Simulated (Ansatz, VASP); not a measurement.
# One calculation of Mg2Si, two programs

```
CELL_PARAMETERS angstrom
0.00000 3.16982 3.16982
3.16982 0.00000 3.16982
3.16982 3.16982 0.00000
ATOMIC_POSITIONS crystal
Mg 0.72600 0.24400 0.70600
Mg 0.22600 0.74400 0.20600
Si 0.47600 0.99400 0.45600
```

Alike in both runs: task single point; functional PBE; k mesh 6 × 6 × 6; occupations gaussian, width 0.1 eV; no spin polarisation.

|  | VASP | Ansatz |
| --- | --- | --- |
| version | VASP 6.6.1 | Ansatz 0.2.0 |
| potentials or method | VASP PAW PBE potentials, release 64 (Mg, Si), cutoff 600 eV | scalar-relativistic, plane waves, PAW |
| valence electrons in the cell | 8 | 24 |

VASP gave:

* gap on the k mesh at the Fermi level (eV): 0.20
* least direct gap on the mesh (eV): 1.91
* pressure (GPa): 0.5

Problem. Which values does Ansatz return?

Solution. gap on the k mesh at the Fermi level (eV): 0.20; least direct gap on the mesh (eV): 1.91; pressure (GPa): 0.6.

VASP's potentials hold 8 valence electrons a cell and Ansatz's 24, so a difference there can come from the potentials and not from the codes.
